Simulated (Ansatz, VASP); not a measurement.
Two plane-wave programs on RuCl2

```
Ru Cl
1.0
     3.57320    0.00000    0.00000
    -1.78660    3.09448    0.00000
     0.00000    0.00000    5.76431
Ru Cl
1 2
Direct
  0.00000 0.00000 0.00000
  0.33333 0.66667 0.25200
  0.66667 0.33333 0.74800
```

Alike in both runs: task single point; functional PBE; k mesh 9 × 9 × 5; occupations fermi-dirac, width 0.05 eV; no spin polarisation.

```csv
,VASP,Ansatz
version,VASP 6.6.1,Ansatz 0.2.0
potentials or method,"VASP PAW PBE potentials, release 64 (Ru_pv, Cl)",Ansatz PAW
plane-wave cutoff (eV),520,420
valence electrons in the cell,28,30
```

```tsv
	VASP	Ansatz	Ansatz less VASP
gap on the k mesh at the Fermi level (eV)	0.58	0.58	0.000
least direct gap on the mesh (eV)	0.77	0.77	+0.001
pressure (GPa)	-7.1	-7.0	+0.09
traceless stress, the component that is largest in VASP (GPa)	-3.06	-3.08	-0.028
rms of the force components (eV/Å)	0.808	0.809	+0.0014
```

Atom by atom the forces differ by 0.001 eV/Å (rms over components). VASP's potentials hold 28 valence electrons a cell and Ansatz's 30, so a difference there can come from the potentials and not from the codes.

Noted on Ansatz's run: odd divisions of the mesh miss points on the zone boundary, where band edges often lie, so the gap on the mesh can be too wide.
